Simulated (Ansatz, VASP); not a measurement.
**ZnO: VASP beside Ansatz**

```
Zn O
1.0
     1.50783    0.87055    2.46205
    -1.50783    0.87055    2.46205
     0.00000   -1.74109    2.46205
Zn O
1 1
Direct
  0.00000 0.00000 0.00000
  0.50000 0.50000 0.50000
```

Alike in both runs: functional r2SCAN; k mesh 12 × 12 × 12; occupations gaussian, width 0.1 eV; no spin polarisation.

Ansatz relaxed the structure, and its values are those at the end. VASP's run is a single point on that final structure, the one shown.

```csv
,VASP,Ansatz
version,VASP 6.6.1,Ansatz 0.2.0
potentials or method,"VASP PAW PBE potentials, release 64 (Zn, O_h), cutoff 910 eV","scalar-relativistic, plane waves, PAW"
valence electrons in the cell,18,18
```

VASP gave:

```
gap on the k mesh at the Fermi level (eV) : 1.56
least direct gap on the mesh (eV)         : 3.00
```

Question: What did Ansatz give for the same quantities?

Answer: gap on the k mesh at the Fermi level (eV): 1.58; least direct gap on the mesh (eV): 3.02.

VASP's potentials were made for PBE, not for r2SCAN. With one functional, cell and mesh, what is left measures potentials, basis and numerics.

Noted on VASP's run: the cutoff is short for stress, so the pressure is rough.
